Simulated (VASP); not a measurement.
Write the native input for VASP 6.6.1 that does the following.

* Task: single point
* Functional: PBEsol
* Potentials or basis: VASP PAW PBE potentials, release 64 (Al, Cu)
* Cutoff: 520 eV
* k mesh: 12 × 12 × 10
* Occupations: gaussian, width 0.15 eV
* Spin: no spin polarisation
* Dipole correction: no
* Further INCAR settings: ALGO = Fast; EDIFF = 1e-06; NBANDS = 24

The structure of Al3Cu2 lies in POSCAR:

```
Al3Cu2
1.0
    4.2830219535      0.0000000000      0.0000000000
   -2.1415109767      3.7092058167      0.0000000000
    0.0000000000      0.0000000000      4.9821008425
Al Cu
3 2
Direct
    0.0000000000      0.0000000000      0.0000000000
    0.3333333333      0.6666666667      0.3515059809
    0.6666666667      0.3333333333      0.6484940191
    0.3333333333      0.6666666667      0.8422899817
    0.6666666667      0.3333333333      0.1577100183
```

This cell differs from its parent crystal: strain +0.0450 x Voigt [1, 1, 0, 0, 0, 0].

One way to write it, as run:

INCAR

```
PREC = Accurate
ENCUT = 520
EDIFF = 1E-6
ISMEAR = 0
SIGMA = 0.15
LREAL = F
LASPH = T
NELM = 100
ALGO = Fast
ISIF = 2
LWAVE = F
LCHARG = F
GGA = PS
NBANDS = 24
```

KPOINTS

```
Automatic mesh
0
Gamma
  12 12 10
```

Potentials or basis: VASP PAW PBE potentials, release 64 (Al, Cu).

Run with:

```bash
$ cat potpaw_PBE.64/Al/POTCAR potpaw_PBE.64/Cu/POTCAR > POTCAR
$ mpirun -np 1 vasp_std > vasp.out
```

Results of the run:

| Item | Value |
| --- | --- |
| Pressure | -8.1 GPa |
| Largest force | 0.128 eV/Å |

Caveat: the cell differs from its parent crystal (strain +0.0450 x Voigt [1, 1, 0, 0, 0, 0]); the PAW data sets were made with another functional, which shifts forces and pressure a little.

Run time: 2.2 min on 1 thread of Intel(R) Xeon(R) 6975P-C (Granite Rapids), on a shared host, peak memory 0.38 GiB.
